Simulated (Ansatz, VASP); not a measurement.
**One calculation of SiC, two programs**

```
CELL_PARAMETERS angstrom
0.00000 2.28814 2.17400
2.17400 0.00000 2.17400
2.17400 2.28814 0.00000
ATOMIC_POSITIONS crystal
Si 0.00000 0.00000 0.00000
C 0.75000 0.75000 0.75000
```

Change from the starting cell: strain +0.0525 x Voigt [0, 1, 0, 0, 0, 0], atoms carried along.

Alike in both runs: task single point; functional r2SCAN; k mesh 12 × 12 × 12; occupations gaussian, width 0.05 eV; no spin polarisation.

```csv
,VASP,Ansatz
version,VASP 6.6.1,Ansatz 0.2.0
potentials or method,"VASP PAW PBE potentials, release 64 (Si, C), cutoff 520 eV","scalar-relativistic, plane waves, PAW"
valence electrons in the cell,8,8
```

Ansatz gave:

```
gap on the k mesh at the Fermi level (eV)                     : 1.47
least direct gap on the mesh (eV)                             : 4.94
pressure (GPa)                                                : -9.6
traceless stress, the component that is largest in VASP (GPa) : -10.36
```

Task: Which values does VASP return?

Result: gap on the k mesh at the Fermi level (eV): 1.48; least direct gap on the mesh (eV): 4.95; pressure (GPa): -9.7; traceless stress, the component that is largest in VASP (GPa): -10.39.

VASP's potentials were made for PBE, not for r2SCAN.
